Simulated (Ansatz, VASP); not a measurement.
**SnO: VASP beside Ansatz**

```
CELL_PARAMETERS angstrom
4.21590 0.00000 0.00000
-2.10795 3.65108 0.00000
0.00000 0.00000 5.28269
ATOMIC_POSITIONS crystal
Sn 0.33333 0.66667 0.25000
Sn 0.66667 0.33333 0.75000
O 0.66667 0.33333 0.25000
O 0.33333 0.66667 0.75000
```

Alike in both runs: task single point; functional PBE; k mesh 6 × 6 × 4; no spin polarisation.

|  | VASP | Ansatz |
| --- | --- | --- |
| version | VASP 6.6.1 | Ansatz 0.2.0 |
| potentials or method | VASP PAW PBE potentials, release 64 (Sn_d, O) | plane waves, PAW |
| plane-wave cutoff (eV) | 520 | 420 |
| occupations | gaussian, width 0.01 eV | fixed |
| valence electrons in the cell | 40 | 40 |

Ansatz gave:

- gap on the k mesh at the Fermi level (eV): 0.54
- pressure (GPa): -2.1
- traceless stress, the component that is largest in VASP (GPa): 0.19

Question: Which values does VASP return?

Answer: gap on the k mesh at the Fermi level (eV): 0.54; pressure (GPa): -2.1; traceless stress, the component that is largest in VASP (GPa): 0.16.
